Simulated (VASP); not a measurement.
# Ni (Fm-3m) in VASP: notebook, part 2 of 2

VASP 6.6.1. Earlier steps stand in the parts before.

## (3) Single point, PBE, collinear spin, ferromagnetic start

INCAR

```
PREC = Accurate
ENCUT = 520
EDIFF = 1E-6
ISMEAR = -1
SIGMA = 0.05
LREAL = F
LASPH = T
NELM = 150
ALGO = Normal
ISIF = 2
LWAVE = F
LCHARG = F
ISPIN = 2
MAGMOM = 1.74
LORBIT = 11
NUPDOWN = 1.74
LMAXMIX = 4
GGA = PE
NBANDS = 15
```

KPOINTS

```
Automatic mesh
0
Gamma
  12 12 12
```

POSCAR

```
Ni
1.0
    0.0000000000      1.7673500000      1.7673500000
    1.7673500000      0.0000000000      1.7673500000
    1.7673500000      1.7673500000      0.0000000000
Ni
1
Direct
    0.0000000000      0.0000000000      0.0000000000
```

Potentials or basis: VASP PAW PBE potentials, release 64 (Ni).

Run with:

```
cat potpaw_PBE.64/Ni/POTCAR > POTCAR
mpirun -np 1 vasp_std > vasp.out
```

OUTCAR:

```text
PREC = Accurate
   ENCUT = 520
   EDIFF = 1E-6
   ISMEAR = -1
   LREAL = F
   LASPH = T
   NELM = 150
   ISIF = 2
   ISPIN = 2
   LORBIT = 11
   NUPDOWN = 1.74
   GGA = PE

 ion  position               nearest neighbor table
   1  0.000  0.000  0.000-

  LATTYP: Found a face centered cubic cell.
 ALAT       =     3.5347000000

  Lattice vectors:

 A1 = (   0.0000000000,   1.7673500000,   1.7673500000)
 A2 = (   1.7673500000,   0.0000000000,   1.7673500000)
[... 1071 lines left out ...]
  -------------------------------------------------------------------------------------
  Total        0.9807342      0.9807342      0.9807342     -0.0000000      0.0000000      0.0000000
  in kB      142.3194360    142.3194360    142.3194360     -0.0000000      0.0000000      0.0000000
  external PRESSURE =     142.3194360 kB  Pullay stress =       0.0000000 kB

 VOLUME and BASIS-vectors are now :
 -----------------------------------------------------------------------------
  energy-cutoff  :      520.00
  volume of cell :       11.04
      direct lattice vectors                 reciprocal lattice vectors
     0.000000000  1.767350000  1.767350000    -0.282909441  0.282909441  0.282909441
     1.767350000  0.000000000  1.767350000     0.282909441 -0.282909441  0.282909441
     1.767350000  1.767350000  0.000000000     0.282909441  0.282909441 -0.282909441

 POSITION                                       TOTAL-FORCE (eV/Angst)
 -----------------------------------------------------------------------------------
      0.00000      0.00000      0.00000         0.000000      0.000000      0.000000
 -----------------------------------------------------------------------------------
    total drift:                                0.000000      0.000000      0.000000

  FREE ENERGIE OF THE ION-ELECTRON SYSTEM (eV)
  ---------------------------------------------------
  free  energy   TOTEN  =        -4.4264533487 eV

  energy  without entropy=       -4.4168260449  energy(sigma->0) =       -4.42163970

 total charge

# of ion       s       p       d       tot
------------------------------------------
    1        0.525   0.611   8.095   9.231

 magnetization (x)

# of ion       s       p       d       tot
------------------------------------------
    1        0.051   0.166   1.431   1.647
```

OSZICAR:

```text
N       E                     dE             d eps       ncg     rms          rms(c)
DAV:   1     0.357162018535E+02    0.35716E+02   -0.41859E+03  4510   0.855E+02
DAV:   2    -0.443814404792E+01   -0.40154E+02   -0.37024E+02  4894   0.167E+02
DAV:   3    -0.594900736301E+01   -0.15109E+01   -0.14985E+01  5370   0.317E+01
DAV:   4    -0.595787479660E+01   -0.88674E-02   -0.88665E-02  5217   0.234E+00
DAV:   5    -0.595798238383E+01   -0.10759E-03   -0.10758E-03  5522   0.227E-01    0.122E+01
DAV:   6    -0.463399230445E+01    0.13240E+01   -0.13644E+01  6238   0.473E+01    0.735E+00
DAV:   7    -0.444802317199E+01    0.18597E+00   -0.10974E+00  5270   0.130E+01    0.320E+00
DAV:   8    -0.443462607507E+01    0.13397E-01   -0.11434E-02  5520   0.843E-01    0.173E+00
DAV:   9    -0.442731756542E+01    0.73085E-02   -0.28603E-03  6478   0.458E-01    0.320E-01
DAV:  10    -0.442650344985E+01    0.81412E-03   -0.18087E-03  6878   0.345E-01    0.505E-02
DAV:  11    -0.442645263427E+01    0.50816E-04   -0.10140E-04  7115   0.586E-02    0.406E-02
DAV:  12    -0.442645421409E+01   -0.15798E-05   -0.37519E-06  5448   0.192E-02    0.916E-03
DAV:  13    -0.442645334875E+01    0.86534E-06   -0.75910E-07  4351   0.762E-03
   1 F= -.44264533E+01 E0= -.44216397E+01  d E =-.962730E-02  mag=     1.7400
```

stdout:

```text
POSCAR found type information on POSCAR Ni
 POSCAR found :  1 types and       1 ions
 scaLAPACK will be used
 LDA part: xc-table for (Slater+PW92), standard interpolation
 POSCAR, INCAR and KPOINTS ok, starting setup
 FFT: planning ... GRIDC
 FFT: planning ... GRID_SOFT
 FFT: planning ... GRID
 WAVECAR not read
 entering main loop
```

Wall time 12 s (1 thread of Intel Xeon 6975P-C (Granite Rapids), shared host); peak memory 0.14 GiB.

What came out:

- Free energy: -4.4265 eV
- Pressure: 14.2 GPa
- Net moment: 1.74 μB per cell
- Site moments: Ni +1.65 μB
- Valence electrons inside the program's atomic spheres: Ni 9.23

Caveat: the cell stands under pressure; the total moment is fixed, so each spin has its own Fermi level.

## (4) Single point, PBE, collinear spin, ferromagnetic start

INCAR

```
ALGO = Normal
EDIFF = 1E-7
ENCUT = 520
GGA = PE
ISIF = 2
ISMEAR = -1
ISPIN = 2
LASPH = T
LCHARG = F
LMAXMIX = 4
LORBIT = 11
LREAL = F
LWAVE = F
MAGMOM = 0.2
NBANDS = 15
NELM = 150
PREC = Accurate
SIGMA = 0.05
```

KPOINTS

```
k-points
0
Gamma
  12 12 12
```

POSCAR is that of step 3.

Potentials or basis: VASP PAW PBE potentials, release 64 (Ni).

Run with:

```
cat potpaw_PBE.64/Ni/POTCAR > POTCAR
mpirun -np 1 vasp_std > vasp.out
```

OUTCAR:

```text
EDIFF = 1E-7
   ENCUT = 520
   GGA = PE
   ISIF = 2
   ISMEAR = -1
   ISPIN = 2
   LASPH = T
   LORBIT = 11
   LREAL = F
   NELM = 150
   PREC = Accurate

 ion  position               nearest neighbor table
   1  0.000  0.000  0.000-

  LATTYP: Found a face centered cubic cell.
 ALAT       =     3.5347000000

  Lattice vectors:

 A1 = (   0.0000000000,   1.7673500000,   1.7673500000)
 A2 = (   1.7673500000,   0.0000000000,   1.7673500000)
 A3 = (   1.7673500000,   1.7673500000,   0.0000000000)

Analysis of symmetry for initial positions (statically):
=====================================================================
 Subroutine PRICEL returns:
 Original cell was already a primitive cell.

 Routine SETGRP: Setting up the symmetry group for a
 face centered cubic supercell.

 Subroutine GETGRP returns: Found 48 space group operations
 (whereof 48 operations were pure point group operations)
 out of a pool of 48 trial point group operations.

The static configuration has the point symmetry O_h .
[... 627 lines left out ...]
      9      36.4996      0.00000
     10      36.4996      0.00000
     11      39.5075      0.00000
     12      39.5075      0.00000
     13      39.5075      0.00000
     14      42.2825      0.00000
[... 403 lines left out ...]
      4       7.7906      1.00000
      5       9.2155      0.27098
      6      11.6486      0.00000
      7      15.5865      0.00000
      8      25.8256      0.00000
      9      30.5456      0.00000
     10      31.7102      0.00000
     11      40.8258      0.00000
     12      41.2657      0.00000
     13      48.2394      0.00000
     14      50.9526      0.00000
     15      52.1249      0.00000

 [... further k-points ...]

------------------------ aborting loop because EDIFF is reached ----------------------------------------

  FORCE on cell =-STRESS in cart. coord.  units (eV):
  Direction    XX          YY          ZZ          XY          YZ          ZX
  --------------------------------------------------------------------------------------
  -------------------------------------------------------------------------------------
  Total       -0.1561014     -0.1561014     -0.1561014      0.0000000      0.0000000     -0.0000000
  in kB      -22.6526814    -22.6526814    -22.6526814      0.0000000      0.0000000     -0.0000000
  external PRESSURE =     -22.6526814 kB  Pullay stress =       0.0000000 kB

 VOLUME and BASIS-vectors are now :
 -----------------------------------------------------------------------------
  energy-cutoff  :      520.00
  volume of cell :       11.04
      direct lattice vectors                 reciprocal lattice vectors
     0.000000000  1.767350000  1.767350000    -0.282909441  0.282909441  0.282909441
     1.767350000  0.000000000  1.767350000     0.282909441 -0.282909441  0.282909441
     1.767350000  1.767350000  0.000000000     0.282909441  0.282909441 -0.282909441

 POSITION                                       TOTAL-FORCE (eV/Angst)
 -----------------------------------------------------------------------------------
      0.00000      0.00000      0.00000        -0.000000      0.000000      0.000000
 -----------------------------------------------------------------------------------
    total drift:                                0.000000      0.000000      0.000000

  FREE ENERGIE OF THE ION-ELECTRON SYSTEM (eV)
  ---------------------------------------------------
  free  energy   TOTEN  =        -5.4755430009 eV

  energy  without entropy=       -5.4613451867  energy(sigma->0) =       -5.46844409

 total charge

# of ion       s       p       d       tot
------------------------------------------
    1        0.493   0.486   8.304   9.283

 magnetization (x)

# of ion       s       p       d       tot
------------------------------------------
    1       -0.006  -0.026   0.723   0.691
```

It took 14 s on 1 thread of Intel Xeon 6975P-C (Granite Rapids), shared host; peak memory 0.14 GiB.

Results:

```yaml
Free_energy: -5.4755 eV
Pressure: -2.3 GPa
Net_moment: 0.68 μB per cell
Site_moments: Ni +0.69 μB
Valence_electrons_inside_the_program's_atomic_spheres: Ni 9.28
```

## (5) The runs side by side

```csv
fixed moment (μB),pressure (GPa),moment (μB)
1.24,3.9,1.24
1.74,14.2,1.74
-,-2.3,0.68
```

Alike in all rows: task single point; level PBE; potentials or basis VASP PAW PBE potentials, release 64 (Ni); spin collinear, ferromagnetic start; cell as given; k mesh 12 × 12 × 12; cutoff (eV) 520; smearing fermi-dirac 0.05 eV.

Caveats: the cell stands under pressure (at least some runs); the total moment is fixed, so each spin has its own Fermi level (at least some runs).

Absolute energies hang on the potentials; compare differences alone.
